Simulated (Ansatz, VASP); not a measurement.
# BeZn2S2O: VASP beside Ansatz

```xyz
6
Lattice="4.3450 0.0000 0.0000 0.0000 4.3450 0.0000 0.0000 0.0000 7.7605" Properties=species:S:1:pos:R:3 pbc="T T T"
Be    0.0000    0.0000    0.0000
Zn    0.0000    2.1725    0.0000
Zn    2.1725    0.0000    0.0000
S     0.0000    0.0000    5.9409
S     0.0000    0.0000    1.8196
O     2.1725    2.1725    0.0000
```

Alike in both runs: functional PBE; k mesh 6 × 6 × 4; occupations gaussian, width 0.02 eV; no spin polarisation.

Ansatz relaxed the structure, and its values are those at the end. VASP's run is a single point on that final structure, the one shown.

```csv
,VASP,Ansatz
version,VASP 6.6.1,Ansatz 0.2.0
potentials or method,"VASP PAW PBE potentials, release 64 (Be, Zn, S, O), cutoff 520 eV","scalar-relativistic, plane waves, PAW"
valence electrons in the cell,44,44
```

|  | VASP | Ansatz | Ansatz less VASP |
| --- | --- | --- | --- |
| gap on the k mesh at the Fermi level (eV) | 1.51 | 1.50 | -0.010 |
| least direct gap on the mesh (eV) | 1.81 | 1.80 | -0.020 |
| pressure (GPa) | 0.1 | 0.0 | -0.05 |
| rms of the force components (eV/Å) | 0.006 | 0.000 | -0.0052 |
